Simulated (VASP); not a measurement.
# Si5Ge (P-6m2) in VASP: further runs

Runs on Si5Ge. Level: PBE. Tasks: single point, relaxation of cell and atoms.

Program: VASP 6.6.1. These are calculated values, not measurements. Logs are shortened: lines on timing, memory, paths and dates and some standing lists are left out, and cuts for length are marked.

**1. The cell of the first run**

Symmetry: P-6m2, No. 187, hexagonal system. Conventional cell: a = 2.817 Å, b = 2.817 Å, c = 13.447 Å, α = 90.00°, β = 90.00°, γ = 120.00°. Within 3.5 Å of Si (site symmetry 3m) lie 12 Si at 2.65 to 2.82 Å. Within 3.5 Å of Si (site symmetry 3m) lie 9 Si at 2.65 to 2.82 Å and 3 Ge at 2.94 Å. Within 3.6 Å of Si (site symmetry -6m2) lie 12 Si at 2.72 to 2.82 Å. Ge (site symmetry -6m2) has 6 Ge at 2.82 Å and 6 Si at 2.94 Å within 3.7 Å.

**2. Single point, PBE**

The input, INCAR:

```
SYSTEM = Si5Ge
PREC = Accurate
ENCUT = 520
EDIFF = 1E-6
ISMEAR = 0
SIGMA = 0.1
LREAL = .False.
LASPH = .True.
NELM = 100
ALGO = Normal
ISIF = 2
LWAVE = .False.
LCHARG = .True.
GGA = PE
LELF = .True.
LVHAR = .True.
NBANDS = 26
```

The input, KPOINTS:

```
Automatic mesh
0
Gamma
  12 12 4
  0 0 0
```

The input, POSCAR:

```
Si5Ge
1.0
    2.8167895853      0.0000000000      0.0000000000
   -1.4083947927      2.4394113380      0.0000000000
    0.0000000000      0.0000000000     13.4472952189
Si Ge
5 1
Direct
    0.6666666667      0.3333333333      0.8381436272
    0.6666666667      0.3333333333      0.1618563728
    0.3333333333      0.6666666667      0.6823695801
    0.3333333333      0.6666666667      0.0000000000
    0.3333333333      0.6666666667      0.3176304199
    0.6666666667      0.3333333333      0.5000000000
```

Potentials or basis: VASP PAW PBE potentials, release 64 (Si, Ge_d).

Command:

```
$ cat potpaw_PBE.64/Si/POTCAR potpaw_PBE.64/Ge_d/POTCAR > POTCAR
$ mpirun -np 1 vasp_std > vasp.out
```

OUTCAR:

```text
SYSTEM = Si5Ge
   PREC = Accurate
   ENCUT = 520
   EDIFF = 1E-6
   ISMEAR = 0
   LREAL = .False.
   LASPH = .True.
   NELM = 100
   ISIF = 2
   GGA = PE

 ion  position               nearest neighbor table
   1  0.667  0.333  0.838-   3 2.65   3 2.65   3 2.65   4 2.72   4 2.72   4 2.72
   2  0.667  0.333  0.162-   5 2.65   5 2.65   5 2.65   4 2.72   4 2.72   4 2.72
   3  0.333  0.667  0.682-   1 2.65   1 2.65   1 2.65   6 2.94   6 2.94   6 2.94
   4  0.333  0.667  0.000-   1 2.72   2 2.72   1 2.72   2 2.72   1 2.72   2 2.72
   5  0.333  0.667  0.318-   2 2.65   2 2.65   2 2.65   6 2.94   6 2.94   6 2.94
   6  0.667  0.333  0.500-   3 2.94   5 2.94   3 2.94   5 2.94   3 2.94   5 2.94

  LATTYP: Found a hexagonal cell.
 ALAT       =     2.8167895853
 C/A-ratio  =     4.7739793164

  Lattice vectors:

 A1 = (   2.8167895853,   0.0000000000,   0.0000000000)
 A2 = (  -1.4083947927,   2.4394113380,   0.0000000000)
 A3 = (   0.0000000000,   0.0000000000,  13.4472952189)

Analysis of symmetry for initial positions (statically):
=====================================================================
 Subroutine PRICEL returns:
 Original cell was already a primitive cell.

 Routine SETGRP: Setting up the symmetry group for a
 hexagonal supercell.

 Subroutine GETGRP returns: Found 12 space group operations
 (whereof 12 operations were pure point group operations)
 out of a pool of 24 trial point group operations.

The static configuration has the point symmetry D_3h.

Analysis of symmetry for dynamics (positions and initial velocities):
=====================================================================
 Subroutine PRICEL returns:
 Original cell was already a primitive cell.

 Routine SETGRP: Setting up the symmetry group for a
 hexagonal supercell.

 Subroutine GETGRP returns: Found 12 space group operations
 (whereof 12 operations were pure point group operations)
 out of a pool of 24 trial point group operations.

The dynamic configuration has the point symmetry D_3h.

 Subroutine INISYM returns: Found 12 space group operations
 (whereof 12 operations are pure point group operations),
 and found     1 'primitive' translations

----------------------------------------------------------------------------------------

                                     Primitive cell

  volume of cell :      92.4005

  direct lattice vectors                    reciprocal lattice vectors
     2.816789585  0.000000000  0.000000000     0.355014093  0.204967482  0.000000000
    -1.408394793  2.439411338  0.000000000     0.000000000  0.409934964  0.000000000
     0.000000000  0.000000000 13.447295219     0.000000000  0.000000000  0.074364397

  length of vectors
     2.816789585  2.816789585 13.447295219     0.409934964  0.409934964  0.074364397

  position of ions in fractional coordinates (direct lattice)
     0.666666667  0.333333333  0.838143627
     0.666666667  0.333333333  0.161856373
     0.333333333  0.666666667  0.682369580
     0.333333333  0.666666667  0.000000000
     0.333333333  0.666666667  0.317630420
     0.666666667  0.333333333  0.500000000

  ion indices of the primitive-cell ions
   primitive index   ion index
                 1           1
                 2           2
                 3           3
                 4           4
                 5           5
                 6           6

----------------------------------------------------------------------------------------

 KPOINTS: Automatic mesh

Automatic generation of k-mesh.
 Grid dimensions read from file:
 generate k-points for:   12   12    4

 Generating k-lattice:

  Cartesian coordinates                     Fractional coordinates (reciprocal lattice)
     0.029584508  0.017080624  0.000000000     0.083333333  0.000000000  0.000000000
     0.000000000  0.034161247  0.000000000     0.000000000  0.083333333  0.000000000
     0.000000000  0.000000000  0.018591099     0.000000000  0.000000000  0.250000000

  Length of vectors
     0.034161247  0.034161247  0.018591099

  Shift w.r.t. Gamma in fractional coordinates (k-lattice)
     0.000000000  0.000000000  0.000000000

 Subroutine IBZKPT returns following result:
 ===========================================

 Found     57 irreducible k-points:

 Following reciprocal coordinates:
            Coordinates               Weight
  0.000000  0.000000  0.000000      1.000000
  0.083333  0.000000  0.000000      6.000000
  0.166667  0.000000  0.000000      6.000000
  0.250000  0.000000  0.000000      6.000000
  0.333333  0.000000  0.000000      6.000000
  0.416667  0.000000  0.000000      6.000000
[... 16 lines left out ...]
  0.250000  0.000000  0.250000     12.000000
  0.333333  0.000000  0.250000     12.000000
 [... further k-points ...]
   k-points           NKPTS =     57   k-points in BZ     NKDIM =     57   number of bands    NBANDS=     26
   number of dos      NEDOS =    301   number of ions     NIONS =      6
   total plane-waves  NPLWV =  57600
   dimension x,y,z NGX =    24 NGY =   24 NGZ =  100
   dimension x,y,z NGXF=    48 NGYF=   48 NGZF=  200
   ions per type =               5   1
   NGX,Y,Z   is equivalent  to a cutoff of  14.16, 14.16, 12.36 a.u.
   NGXF,Y,Z  is equivalent  to a cutoff of  28.33, 28.33, 24.73 a.u.
 SYSTEM =  Si5Ge
   PREC   = accura    normal or accurate (medium, high low for compatibility)
   ISTART =      0    job   : 0-new  1-cont  2-samecut
   ICHARG =      2    charge: 1-file 2-atom 10-const
   ISPIN  =      1    spin polarized calculation?
   LNONCOLLINEAR =      F non collinear calculations
   LSORBIT =      F    spin-orbit coupling
   LASPH  =      T    aspherical Exc in radial PAW
   ENCUT  =  520.0 eV  38.22 Ry    6.18 a.u.   5.24  5.24 25.00*2*pi/ulx,y,z
   NELM   =    100;   NELMIN=  2; NELMDL= -5     # of ELM steps
   EDIFF  = 0.1E-05   stopping-criterion for ELM
   LREAL  =      F    real-space projection
   EDIFFG = 0.1E-04   stopping-criterion for IOM
   NSW    =      0    number of steps for IOM
   IBRION =     -1    ionic relax: 0-MD 1-quasi-New 2-CG
   NFREE  =      0    steps in history (QN), initial steepest desc. (CG)
   ISIF   =      2    stress and relaxation
   ISYM   =      2    0-nonsym 1-usesym 2-fastsym
   POTIM  = 0.5000    time-step for ionic-motion
   TEBEG  =    0.0;   TEEND  =   0.0 temperature during run
   PSTRESS=    0.0 pullay stress
   NELECT =      34.0000    total number of electrons
   NUPDOWN=      -1.0000    fix difference up-down
   EMIN   =  10.00;   EMAX   =-10.00  energy-range for DOS
   EFERMI =   0.00;   METHOD = LEGACY
   ISMEAR =     0;   SIGMA  =   0.10  broadening in eV -4-tet -1-fermi 0-gaus
   EFERMI_NEDOS =   21; number of points for ismear=-14 and -15
   IALGO  =     38    algorithm
   IMIX   =      4    mixing-type and parameters
     AMIX     =   0.40;   BMIX     =  1.00
     AMIX_MAG =   1.60;   BMIX_MAG =  1.00
  volume/ion in A,a.u.               =      15.40       103.92
  Fermi-wavevector in a.u.,A,eV,Ry     =   1.173122  2.216878 18.724530  1.376214
  Thomas-Fermi vector in A             =   2.309540
   LORBIT       =      0    0 simple, 1 ext, 2 COOP (PROOUT), +10 PAW based schemes
   GGA     = PE    functional components
   LHFCALC =     F    Hartree Fock is set to
   AEXX    =    0.0000 exact exchange contribution
   IVDW    =     0    specifies the selected vdW correction
   LEPSILON=     F    determine dielectric tensor
   LRPA    =     F    only Hartree local field effects (RPA)
 non-spin polarized calculation
 Gauss-broadening in eV      SIGMA  =   0.10
  energy-cutoff  :      520.00
  volume of cell :       92.40
 maximum number of plane-waves:      2516
 NGX is ok and might be reduce to    24
   NGX = 11   NGY = 11   NGZ = 51

 number of electron      33.9999991 magnetization

 Free energy of the ion-electron system (eV)
  ---------------------------------------------------
  ext. energy  EPLUGINS =         0.00000000
  ---------------------------------------------------
  free energy    TOTEN  =       -28.57830494 eV

  energy without entropy =      -28.56804320  energy(sigma->0) =      -28.57317407

 E-fermi :   9.2719     XC(G=0): -11.1694

 val. band max:        9.2260610207   @ k =   0.1667   0.1667   0.0000
 cond. band min:       9.2793023935   @ k =   0.2500   0.0833   0.5000
 fundamental gap:      0.0532413728
 Fermi energy:         9.2719026216

 k-point     1 :       0.0000    0.0000    0.0000
  band No.  band energies     occupation
      1     -15.5637      2.00000
      2     -15.5408      2.00000
      3     -15.5408      2.00000
      4     -15.4513      2.00000
      5     -15.4513      2.00000
      6      -4.8213      2.00000
[... 18 lines left out ...]
     25      18.3469      0.00000
     26      18.3473      0.00000

 k-point     2 :       0.0833    0.0000    0.0000
  band No.  band energies     occupation
      1     -15.5586      2.00000
      2     -15.5416      2.00000
      3     -15.5312      2.00000
      4     -15.4570      2.00000
      5     -15.4526      2.00000
      6      -4.6517      2.00000
[... 18 lines left out ...]
     25      17.7048      0.00000
     26      18.3495      0.00000

 k-point     3 :       0.1667    0.0000    0.0000
  band No.  band energies     occupation
      1     -15.5610      2.00000
      2     -15.5277      2.00000
      3     -15.5049      2.00000
      4     -15.4724      2.00000
      5     -15.4559      2.00000
      6      -4.1436      2.00000
[... 18 lines left out ...]
     25      16.5080      0.00000
     26      17.3200      0.00000

 k-point     4 :       0.2500    0.0000    0.0000
  band No.  band energies     occupation
      1     -15.5744      2.00000
      2     -15.4994      2.00000
      3     -15.4932      2.00000
      4     -15.4688      2.00000
      5     -15.4606      2.00000
      6      -3.3000      2.00000
[... 18 lines left out ...]
     25      15.5352      0.00000
     26      15.8399      0.00000
[... 496 lines left out ...]
      1     -15.5610      2.00000
      2     -15.5277      2.00000
      3     -15.5049      2.00000
      4     -15.4724      2.00000
      5     -15.4559      2.00000
      6      -4.1031      2.00000
[... 18 lines left out ...]
     25      16.5416      0.00000
     26      16.7392      0.00000

 k-point    23 :       0.2500    0.0000    0.2500
  band No.  band energies     occupation
      1     -15.5744      2.00000
      2     -15.4994      2.00000
      3     -15.4932      2.00000
      4     -15.4688      2.00000
      5     -15.4606      2.00000
      6      -3.2605      2.00000
[... 18 lines left out ...]
     25      15.5806      0.00000
     26      15.7019      0.00000

 k-point    24 :       0.3333    0.0000    0.2500
  band No.  band energies     occupation
      1     -15.5888      2.00000
      2     -15.5138      2.00000
      3     -15.4708      2.00000
      4     -15.4652      2.00000
      5     -15.4324      2.00000
      6      -2.0895      2.00000
[... 18 lines left out ...]
     25      14.7695      0.00000
     26      14.8886      0.00000

 [... further k-points ...]
[... 5 lines left out ...]
  --------------------------------------------------------------------------------------
  -------------------------------------------------------------------------------------
  Total       -0.0098339     -0.0098339     -0.0018480      0.0000000      0.0000000      0.0000000
  in kB       -0.1705155     -0.1705155     -0.0320438      0.0000000      0.0000000      0.0000000
  external PRESSURE =      -0.1243583 kB  Pullay stress =       0.0000000 kB

 VOLUME and BASIS-vectors are now :
 -----------------------------------------------------------------------------
  energy-cutoff  :      520.00
  volume of cell :       92.40
      direct lattice vectors                 reciprocal lattice vectors
     2.816789585  0.000000000  0.000000000     0.355014093  0.204967482  0.000000000
    -1.408394793  2.439411338  0.000000000     0.000000000  0.409934964  0.000000000
     0.000000000  0.000000000 13.447295219     0.000000000  0.000000000  0.074364397

 POSITION                                       TOTAL-FORCE (eV/Angst)
 -----------------------------------------------------------------------------------
      1.40839      0.81314     11.27076         0.000000      0.000000     -0.001583
      1.40839      0.81314      2.17653         0.000000      0.000000      0.001583
     -0.00000      1.62627      9.17603        -0.000000     -0.000000      0.004867
     -0.00000      1.62627      0.00000        -0.000000     -0.000000      0.000000
     -0.00000      1.62627      4.27127        -0.000000     -0.000000     -0.004867
      1.40839      0.81314      6.72365         0.000000      0.000000      0.000000
 -----------------------------------------------------------------------------------
    total drift:                                0.000000     -0.000000      0.000000

  FREE ENERGIE OF THE ION-ELECTRON SYSTEM (eV)
  ---------------------------------------------------
  free  energy   TOTEN  =       -28.5783049414 eV

  energy  without entropy=      -28.5680431964  energy(sigma->0) =      -28.57317407
```

It took 88 s on 1 thread of Intel Xeon 6975P-C (Granite Rapids), shared host; peak memory 0.28 GiB.

Results:

```
Free energy            : -28.5783 eV
Pressure               : 0.0 GPa
Largest force          : 0.005 eV/Å
Band gap on the k mesh : zero (band 17 reaches 16.35 eV, above the bottom of band 18 at 6.41 eV)
```

Forces in eV/Å, atoms in the order of the input:
```
Si   0.000  0.000 -0.002
Si   0.000  0.000  0.002
Si   0.000  0.000  0.005
Si   0.000  0.000  0.000
Si   0.000  0.000 -0.005
Ge   0.000  0.000  0.000
```

(Continued in part 2 of 2.)
